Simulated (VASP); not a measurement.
Write the native input for VASP 6.6.1 that does the following.

```
Task                   : relaxation of cell and atoms
Functional             : PBE
Potentials or basis    : VASP PAW PBE potentials, release 64 (Zn, O)
Cutoff                 : 600 eV
k mesh                 : 12 × 12 × 6
Occupations            : gaussian, width 0.02 eV
Spin                   : no spin polarisation
Dipole correction      : no
Further INCAR settings : ALGO = Normal; EDIFF = 1e-06; IBRION = 2; EDIFFG = -0.005; NSW = 100; ISIF = 3
```

The structure of ZnO lies in POSCAR:

```
ZnO
1.0
    3.3240195194      0.0000000000      0.0000000000
   -1.6620097597      2.8786853465      0.0000000000
    0.0000000000      0.0000000000      5.1319182832
Zn O
2 2
Direct
    0.3333333333      0.6666666667      0.0061832440
    0.6666666667      0.3333333333      0.5061832440
    0.3333333333      0.6666666667      0.3984167560
    0.6666666667      0.3333333333      0.8984167560
```

One way to write it, as run:

INCAR

```
  PREC = Accurate
  ENCUT = 600
  EDIFF = 1E-6
  ISMEAR = 0
  SIGMA = 0.02
  LREAL = F
  LASPH = T
  NELM = 80
  ALGO = Normal
  ISIF = 3
  LWAVE = F
  LCHARG = F
  GGA = PE
  IBRION = 2
  NSW = 100
  EDIFFG = -0.005
```

KPOINTS

```
regular mesh
0
Gamma
  12 12 6
```

Potentials or basis: VASP PAW PBE potentials, release 64 (Zn, O).

Command:

```sh
$ cat potpaw_PBE.64/Zn/POTCAR potpaw_PBE.64/O/POTCAR > POTCAR
$ mpirun -np 1 vasp_std > vasp.out
```

Results of the run:

```json
{
  "Relaxed volume": "12.40 Å³/atom",
  "Relaxed cell": "a = 3.286 Å, b = 3.286 Å, c = 5.304 Å, α = 90.00°, β = 90.00°, γ = 120.00°",
  "Space group after relaxing (to 0.1 Å)": "P6_3mc (No. 186)",
  "Energy gained by relaxing": "5.5 meV/atom",
  "Ionic steps": "9",
  "Pressure after relaxing": "0.0 GPa",
  "Largest force after relaxing": "0.004 eV/Å",
  "Band gap on the k mesh": "0.72 eV"
}
```

Run time: 13 min on 1 thread of Intel Xeon 8259CL, on a shared host, peak memory 0.24 GiB.
